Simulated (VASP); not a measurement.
# Mg32O31 (a cell with a defect) in VASP: relaxation of the atoms with PBEsol

Aim: the relaxation of the atoms of Mg32O31 (a cell with a defect) with PBEsol.

All numbers are computed with VASP 6.6.1; they aren't measurements. Logs are shortened: lines on timing, memory, paths and dates and some standing lists are left out, and cuts for length are marked.

## 1. The cell of the first run

The cell holds a defect, 63 atoms: a = 8.794 Å, b = 8.794 Å, c = 8.794 Å, α = 90.00°, β = 90.00°, γ = 90.00°.

## 2. Relaxation of the atoms, PBEsol

INCAR reads:

```
PREC     = Accurate       # precision mode
ENCUT    = 520            # plane-wave cutoff, eV
EDIFF    = 1E-7           # SCF threshold, eV
ISMEAR   = 0              # smearing method
SIGMA    = 0.02           # smearing width, eV
LREAL    = Auto         
LASPH    = T              # aspherical terms in the spheres
NELM     = 60             # most SCF steps
ALGO     = Normal         # electronic algorithm
ISIF     = 2              # what is computed and relaxed
LWAVE    = F              # write WAVECAR
LCHARG   = F              # write CHGCAR
GGA      = PS             # functional
IBRION   = 2              # ionic algorithm
NSW      = 80             # ionic steps
EDIFFG   = -0.03          # ionic threshold
```

KPOINTS reads:

```
Automatic mesh
0
Gamma
  1 1 1
```

POSCAR reads:

```
Mg32O31
1.0
    8.7942000000      0.0000000000      0.0000000000
    0.0000000000      8.7942000000      0.0000000000
    0.0000000000      0.0000000000      8.7942000000
Mg O
32 31
Direct
    0.4935115000     -0.0024297000     -0.0007211000
    0.7511957000      0.2460990000      0.0010815000
    0.7536016000     -0.0078497000      0.2484604000
   -0.0022240000      0.0054665000      0.0018245000
    0.2539369000      0.2488319000     -0.0012289000
    0.4989332000      0.5008214000     -0.0036419000
    0.7517293000      0.7482053000      0.0022619000
    0.2510799000     -0.0028189000      0.2454112000
    0.4985313000      0.2521334000      0.2470722000
    0.7435145000      0.4975563000      0.2508588000
    0.4989449000     -0.0041290000      0.5042472000
    0.7479844000      0.2545766000      0.4947540000
    0.7477544000     -0.0014944000      0.7533195000
    0.0025731000      0.4991061000      0.0044316000
    0.2481970000      0.7461953000      0.0002764000
   -0.0001648000      0.2486151000      0.2522491000
    0.2503767000      0.4959051000      0.2499256000
    0.4965807000      0.7485797000      0.2447615000
    0.0001110000     -0.0021191000      0.5003744000
    0.2488158000      0.2437772000      0.5043895000
    0.4982939000      0.4980147000      0.5001245000
    0.7478194000      0.7490755000      0.4961738000
    0.2555341000      0.0052567000      0.7522245000
    0.5035918000      0.2499070000      0.7523444000
    0.7516175000      0.5028766000      0.7500471000
    0.0041477000      0.7535956000      0.2511374000
   -0.0022791000      0.5001543000      0.5035050000
    0.2476753000      0.7458193000      0.5023956000
    0.0018727000      0.2587253000      0.7510757000
    0.2482873000      0.4958750000      0.7499233000
    0.5015706000      0.7472972000      0.7520434000
   -0.0058261000      0.7485394000      0.7470365000
    0.7524891000      0.2455567000      0.2522360000
    0.0066266000      0.4972909000      0.2487607000
    0.0037743000      0.2472509000      0.4973155000
    0.5014496000      0.4976392000      0.2484405000
    0.7526361000      0.7551202000      0.2500123000
    0.0018856000     -0.0001736000      0.2510607000
    0.5014227000      0.2534825000      0.4987257000
    0.7476902000      0.5013027000      0.5050814000
    0.0047960000      0.7582606000      0.4978692000
    0.7512102000      0.2437562000      0.7454566000
   -0.0008273000      0.4977417000      0.7431100000
    0.0028235000      0.2574026000      0.0016363000
    0.2508362000      0.7460578000      0.2476015000
    0.5019761000      0.0004851000      0.2484948000
    0.2510517000      0.4956329000      0.4912687000
    0.5003826000      0.7485645000      0.4989676000
    0.7518591000     -0.0060856000      0.5016709000
    0.2550138000      0.2481338000      0.7576332000
    0.5035969000      0.4948920000      0.7543477000
    0.7481668000      0.7426619000      0.7466945000
   -0.0041462000     -0.0012334000      0.7490841000
    0.5015248000      0.2551381000      0.0019470000
    0.7513845000      0.5006385000      0.0012212000
   -0.0036466000      0.7468664000     -0.0014551000
    0.2544104000     -0.0018562000      0.5022760000
    0.2551285000      0.7525747000      0.7507797000
    0.4972653000      0.0038978000      0.7516858000
    0.2479802000      0.4917183000      0.0055870000
    0.5020981000      0.7492188000     -0.0037954000
    0.7521027000      0.0035155000      0.0032268000
    0.2556374000     -0.0048693000     -0.0005000000
```

Potentials or basis: VASP PAW PBE potentials, release 64 (Mg, O).

On the command line:

```
$ cat potpaw_PBE.64/Mg/POTCAR potpaw_PBE.64/O/POTCAR > POTCAR
$ mpirun -np 1 vasp_gam > vasp.out
```

OUTCAR:

```text
PREC = Accurate
   ENCUT = 520
   EDIFF = 1E-7
   ISMEAR = 0
   LREAL = Auto
   LASPH = T
   NELM = 60
   ISIF = 2
   GGA = PS
   IBRION = 2
   NSW = 80
   EDIFFG = -0.03

 ion  position               nearest neighbor table
   1  0.494  0.998  0.999-  63 2.09  59 2.18  61 2.19  46 2.19  54 2.27  62 2.27  23 3.02   8 3.04
                             5 3.05  18 3.08  15 3.09  31 3.09  24 3.11  13 3.11   9 3.12   2 3.15
   2  0.751  0.246  0.001-  62 2.13  54 2.20  33 2.21  44 2.22  55 2.24  42 2.25   4 3.03  13 3.08
                            24 3.09   9 3.10  16 3.11  29 3.12  10 3.12   3 3.12  14 3.14   1 3.15
   3  0.754  0.992  0.248-  37 2.08  62 2.16  38 2.18  46 2.21  49 2.23  33 2.23  26 3.04   7 3.05
                            22 3.05   4 3.05  19 3.10  18 3.11   2 3.12  16 3.13  12 3.17   1 3.17
   4  0.998  0.005  0.002-  62 2.16  38 2.19  44 2.22  53 2.22  63 2.27  56 2.27   2 3.03   3 3.05
                            16 3.07   8 3.09  13 3.10   5 3.11  26 3.12   7 3.13  29 3.13  23 3.16
   5  0.254  0.249  0.999-  50 2.12  60 2.14  54 2.18  44 2.21  63 2.23  23 3.05   1 3.05   9 3.07
                            30 3.08  24 3.08   6 3.09  17 3.10   8 3.10   4 3.11  29 3.11  14 3.12
   6  0.499  0.501  0.996-  51 2.13  54 2.16  61 2.18  60 2.21  36 2.22  55 2.22  31 3.05  24 3.08
                            15 3.09  18 3.09   5 3.09  30 3.09  25 3.10  10 3.10   9 3.11   7 3.11
   7  0.752  0.748  0.002-  56 2.15  55 2.18  37 2.18  61 2.20  62 2.25  52 2.25   3 3.05  25 3.09
                            18 3.10  32 3.10  13 3.10  10 3.11  14 3.11   6 3.11  31 3.11  26 3.12
   8  0.251  0.997  0.245-  63 2.16  38 2.19  46 2.21  45 2.21  57 2.26   1 3.04  26 3.05  18 3.07
                            15 3.09   4 3.09   5 3.10   9 3.12  16 3.13  20 3.14  19 3.15  11 3.15
   9  0.499  0.252  0.247-  54 2.16  36 2.16  39 2.21  46 2.21  33 2.23  10 3.05  17 3.06   5 3.07
[... 76 lines left out ...]
  62  0.752  0.004  0.003-   2 2.13   3 2.16   4 2.16  13 2.20   7 2.25   1 2.27
  63  0.256  0.995  0.999-   1 2.09   8 2.16  23 2.18  15 2.19   5 2.23   4 2.27

  LATTYP: Found a simple cubic cell.
 ALAT       =     8.7942000000

  Lattice vectors:

 A1 = (   8.7942000000,   0.0000000000,   0.0000000000)
 A2 = (   0.0000000000,   8.7942000000,   0.0000000000)
 A3 = (   0.0000000000,   0.0000000000,   8.7942000000)

Analysis of symmetry for initial positions (statically):
=====================================================================
 Subroutine PRICEL returns:
 Original cell was already a primitive cell.

 Routine SETGRP: Setting up the symmetry group for a
 simple cubic supercell.

 Subroutine GETGRP returns: Found  1 space group operations
 (whereof  1 operations were pure point group operations)
 out of a pool of 48 trial point group operations.

The static configuration has the point symmetry C_1 .

Analysis of symmetry for dynamics (positions and initial velocities):
=====================================================================
 Subroutine PRICEL returns:
 Original cell was already a primitive cell.

 Routine SETGRP: Setting up the symmetry group for a
 simple cubic supercell.

 Subroutine GETGRP returns: Found  1 space group operations
 (whereof  1 operations were pure point group operations)
 out of a pool of 48 trial point group operations.

The dynamic configuration has the point symmetry C_1 .

 Subroutine INISYM returns: Found  1 space group operations
 (whereof  1 operations are pure point group operations),
 and found     1 'primitive' translations

----------------------------------------------------------------------------------------

                                     Primitive cell

  volume of cell :     680.1254

  direct lattice vectors                    reciprocal lattice vectors
     8.794200000  0.000000000  0.000000000     0.113711310  0.000000000  0.000000000
     0.000000000  8.794200000  0.000000000     0.000000000  0.113711310  0.000000000
     0.000000000  0.000000000  8.794200000     0.000000000  0.000000000  0.113711310

  length of vectors
     8.794200000  8.794200000  8.794200000     0.113711310  0.113711310  0.113711310

  position of ions in fractional coordinates (direct lattice)
     0.493511500  0.997570300  0.999278900
     0.751195700  0.246099000  0.001081500
[... 168 lines left out ...]
   ICHARG =      2    charge: 1-file 2-atom 10-const
   ISPIN  =      1    spin polarized calculation?
   LNONCOLLINEAR =      F non collinear calculations
   LSORBIT =      F    spin-orbit coupling
   LASPH  =      T    aspherical Exc in radial PAW
   ENCUT  =  520.0 eV  38.22 Ry    6.18 a.u.  16.35 16.35 16.35*2*pi/ulx,y,z
   NELM   =     60;   NELMIN=  2; NELMDL= -5     # of ELM steps
   EDIFF  = 0.1E-06   stopping-criterion for ELM
   LREAL  =      T    real-space projection
   EDIFFG = -.3E-01   stopping-criterion for IOM
   NSW    =     80    number of steps for IOM
   IBRION =      2    ionic relax: 0-MD 1-quasi-New 2-CG
   NFREE  =      1    steps in history (QN), initial steepest desc. (CG)
   ISIF   =      2    stress and relaxation
   ISYM   =      2    0-nonsym 1-usesym 2-fastsym
   POTIM  = 0.5000    time-step for ionic-motion
   TEBEG  =    0.0;   TEEND  =   0.0 temperature during run
   PSTRESS=    0.0 pullay stress
   NELECT =     250.0000    total number of electrons
   NUPDOWN=      -1.0000    fix difference up-down
   EMIN   =  10.00;   EMAX   =-10.00  energy-range for DOS
   EFERMI =   0.00;   METHOD = LEGACY
   ISMEAR =     0;   SIGMA  =   0.02  broadening in eV -4-tet -1-fermi 0-gaus
   EFERMI_NEDOS =   21; number of points for ismear=-14 and -15
   IALGO  =     38    algorithm
   IMIX   =      4    mixing-type and parameters
     AMIX     =   0.40;   BMIX     =  1.00
     AMIX_MAG =   1.60;   BMIX_MAG =  1.00
  volume/ion in A,a.u.               =      10.80        72.85
  Fermi-wavevector in a.u.,A,eV,Ry     =   1.172713  2.216107 18.711499  1.375256
  Thomas-Fermi vector in A             =   2.309138
   LORBIT       =      0    0 simple, 1 ext, 2 COOP (PROOUT), +10 PAW based schemes
   GGA     = PS    functional components
   LHFCALC =     F    Hartree Fock is set to
   AEXX    =    0.0000 exact exchange contribution
   IVDW    =     0    specifies the selected vdW correction
   LEPSILON=     F    determine dielectric tensor
   LRPA    =     F    only Hartree local field effects (RPA)
 conjugate gradient relaxation of ions
 non-spin polarized calculation
 Gauss-broadening in eV      SIGMA  =   0.02
  energy-cutoff  :      520.00
  volume of cell :      680.13
 maximum number of plane-waves:      9163
 NGX is ok and might be reduce to    70
   NGX = 33   NGY = 33   NGZ = 33

--------------------------------------- Ionic step        1  -------------------------------------------

 number of electron     250.0000003 magnetization

 Free energy of the ion-electron system (eV)
  ---------------------------------------------------
  ext. energy  EPLUGINS =         0.00000000
  ---------------------------------------------------
  free energy    TOTEN  =      -383.49869484 eV

  energy without entropy =     -383.49869484  energy(sigma->0) =     -383.49869484

------------------------ aborting loop because EDIFF is reached ----------------------------------------

  FORCE on cell =-STRESS in cart. coord.  units (eV):
  Direction    XX          YY          ZZ          XY          YZ          ZX
  --------------------------------------------------------------------------------------
  -------------------------------------------------------------------------------------
  Total      -61.4687943    -61.1058716    -61.7078511      0.0966442      0.0730761      0.0084312
  in kB     -144.8025675   -143.9476273   -145.3657156      0.2276656      0.1721461      0.0198614
  external PRESSURE =    -144.7053035 kB  Pullay stress =       0.0000000 kB
[... 272 lines left out ...]
  FREE ENERGIE OF THE ION-ELECTRON SYSTEM (eV)
  ---------------------------------------------------
  free  energy   TOTEN  =      -384.0816758937 eV

  energy  without entropy=     -384.0816758937  energy(sigma->0) =     -384.08167589

[... ionic steps 4 to 7 ...]

--------------------------------------- Ionic step        8  -------------------------------------------

 number of electron     250.0000061 magnetization

------------------------ aborting loop because EDIFF is reached ----------------------------------------
[... 189 lines left out ...]
--------------------------------------- Ionic step       10  -------------------------------------------

 number of electron     250.0000065 magnetization

 Free energy of the ion-electron system (eV)
  ---------------------------------------------------
  ext. energy  EPLUGINS =         0.00000000
  ---------------------------------------------------
  free energy    TOTEN  =      -384.26490891 eV

  energy without entropy =     -384.26490891  energy(sigma->0) =     -384.26490891

 E-fermi :   4.3849     XC(G=0): -10.6401

 val. band max:        4.2098615852   @ k =   0.0000   0.0000   0.0000
 cond. band min:       6.2722526863   @ k =   0.0000   0.0000   0.0000
 fundamental gap:      2.0623911012
 Fermi energy:         4.3848707916

 k-point     1 :       0.0000    0.0000    0.0000
  band No.  band energies     occupation
      1     -14.4813      2.00000
      2     -13.9549      2.00000
      3     -13.9542      2.00000
      4     -13.8794      2.00000
      5     -13.8787      2.00000
      6     -13.8777      2.00000
[... 129 lines left out ...]
    136       9.4785      0.00000
    137       9.4799      0.00000
 [bands above 137 left out]

------------------------ aborting loop because EDIFF is reached ----------------------------------------

  FORCE on cell =-STRESS in cart. coord.  units (eV):
  Direction    XX          YY          ZZ          XY          YZ          ZX
  --------------------------------------------------------------------------------------
  -------------------------------------------------------------------------------------
  Total      -61.2010326    -61.1938482    -61.1881365     -0.0154193     -0.0041184     -0.0060268
  in kB     -144.1717990   -144.1548745   -144.1414194     -0.0363234     -0.0097017     -0.0141974
  external PRESSURE =    -144.1560310 kB  Pullay stress =       0.0000000 kB
[... 78 lines left out ...]
  FREE ENERGIE OF THE ION-ELECTRON SYSTEM (eV)
  ---------------------------------------------------
  free  energy   TOTEN  =      -384.2649089055 eV

  energy  without entropy=     -384.2649089055  energy(sigma->0) =     -384.26490891

 reached required accuracy - stopping structural energy minimisation
```

Run time: 25 min. Hardware: 1 thread of Intel Xeon Platinum 8488C (Sapphire Rapids), shared host; peak memory 0.76 GiB.

Results:

| Item | Value |
| --- | --- |
| Free energy | -384.2649 eV |
| Energy gained by relaxing | 12.2 meV/atom |
| Ionic steps | 10 |
| Pressure after relaxing | -14.4 GPa |
| Largest force after relaxing | 0.020 eV/Å |
| Band gap on the k mesh | 2.06 eV |

Forces in eV/Å, atoms in the order of the input:
```
Mg  -0.004 -0.007  0.001
Mg  -0.006 -0.017  0.000
Mg  -0.002  0.007 -0.005
Mg  -0.007 -0.006 -0.002
Mg   0.000 -0.001  0.004
Mg   0.001  0.009 -0.003
Mg  -0.009 -0.003  0.005
Mg  -0.001  0.005  0.008
Mg  -0.002  0.006  0.001
Mg  -0.008 -0.007 -0.007
Mg   0.004  0.001  0.003
Mg   0.001 -0.001  0.002
Mg   0.003  0.011  0.003
Mg   0.002  0.008  0.001
Mg   0.005  0.011  0.004
Mg   0.007  0.010 -0.009
Mg  -0.003 -0.008  0.006
Mg   0.005  0.002  0.009
Mg  -0.010  0.004 -0.001
Mg  -0.009  0.009 -0.008
Mg   0.001  0.007  0.003
Mg   0.003 -0.007  0.003
Mg  -0.002 -0.006 -0.005
Mg  -0.005 -0.008 -0.009
Mg  -0.005  0.001  0.005
Mg   0.002 -0.004 -0.004
Mg  -0.007  0.001  0.008
Mg  -0.004 -0.008 -0.010
Mg   0.007 -0.002  0.001
Mg   0.004 -0.002 -0.001
Mg  -0.007  0.007 -0.004
Mg   0.005  0.006  0.005
O   -0.005  0.004  0.005
O   -0.003  0.002 -0.011
O    0.006 -0.003 -0.002
O    0.009  0.004  0.006
O    0.002 -0.007  0.000
O   -0.006  0.002 -0.003
O    0.006  0.008 -0.001
O    0.003 -0.014  0.006
O    0.002  0.000  0.002
O   -0.001  0.000  0.003
O    0.003  0.001  0.011
O    0.001 -0.009 -0.007
O    0.008 -0.018 -0.001
O    0.008  0.010  0.004
O    0.005  0.010 -0.001
O    0.000  0.005  0.001
O    0.005 -0.001  0.003
O   -0.003 -0.013 -0.004
O   -0.003  0.001 -0.001
O   -0.001  0.005  0.008
O    0.010 -0.006  0.000
O   -0.001 -0.003 -0.002
O    0.001 -0.006 -0.011
O   -0.001 -0.005 -0.007
O   -0.004  0.003 -0.003
O    0.005 -0.007 -0.005
O   -0.007  0.002 -0.005
O    0.002  0.012  0.007
O    0.004  0.005  0.004
O   -0.004 -0.002 -0.003
O    0.000  0.001  0.004
```

Step by step:
```csv
step,energy change (eV),largest force (eV/Å),pressure (GPa)
1,0.0000,0.9019,-14.47
2,-0.4901,0.4620,-14.56
3,-0.5830,0.4129,-14.52
4,-0.7055,0.1840,-14.48
5,-0.7332,0.1560,-14.43
6,-0.7536,0.0806,-14.43
7,-0.7587,0.0755,-14.42
8,-0.7637,0.0460,-14.42
9,-0.7645,0.0437,-14.42
10,-0.7662,0.0199,-14.42
```

Final structure:
```
Mg O
1.0
     8.79420    0.00000    0.00000
     0.00000    8.79420    0.00000
     0.00000    0.00000    8.79420
Mg O
32 31
Direct
  0.50073 0.99920 0.99994
  0.75083 0.24947 0.99785
  0.75056 0.99649 0.25010
  0.00060 0.99930 0.00003
  0.25045 0.24924 0.99003
  0.50063 0.49891 0.00018
  0.75089 0.74909 0.99938
  0.25066 0.98904 0.24971
  0.51053 0.24888 0.24994
  0.75074 0.50172 0.25034
  0.50042 0.99898 0.50009
  0.75043 0.24897 0.50233
  0.75050 0.99826 0.75003
  0.00049 0.49889 0.00022
  0.25031 0.74882 0.99744
  0.99053 0.24879 0.25050
  0.25055 0.50918 0.25004
  0.50272 0.74903 0.24969
  0.00080 0.99901 0.50020
  0.25090 0.24881 0.51030
  0.50042 0.49899 0.49990
  0.75035 0.74925 0.50056
  0.25069 0.99678 0.75039
  0.50324 0.24929 0.75034
  0.75070 0.49976 0.74976
  0.99828 0.74928 0.25022
  0.00079 0.49908 0.49981
  0.25075 0.74928 0.50278
  0.99789 0.24915 0.74987
  0.25043 0.50137 0.75002
  0.50141 0.74875 0.75030
  0.99972 0.74894 0.74987
  0.75057 0.24897 0.25013
  0.00035 0.49943 0.25044
  0.00006 0.24894 0.50050
  0.50063 0.49936 0.24993
  0.75052 0.74924 0.25007
  0.00041 0.99868 0.25023
  0.50086 0.24880 0.50045
  0.75041 0.49922 0.49964
  0.00070 0.74918 0.49996
  0.75056 0.24924 0.74999
  0.00048 0.49891 0.74975
  0.00012 0.24928 0.99986
  0.25041 0.74928 0.24995
  0.50069 0.99844 0.24979
  0.25058 0.49928 0.50051
  0.50033 0.74893 0.49996
  0.75034 0.99909 0.49984
  0.25064 0.24931 0.75019
  0.50063 0.49888 0.75012
  0.75061 0.74896 0.74992
  0.00043 0.99935 0.75004
  0.50114 0.24913 0.99973
  0.75078 0.49910 0.00051
  0.00068 0.74904 0.00026
  0.25082 0.99863 0.50078
  0.25040 0.74909 0.75020
  0.50073 0.99910 0.75035
  0.25039 0.49920 0.99955
  0.50041 0.74876 0.00003
  0.75079 0.99918 0.00027
  0.25050 0.99876 0.99944
```

Caveat: the k points lie up to 0.71 Å⁻¹ apart; the PAW data sets were made with another functional, which shifts forces and pressure a little.
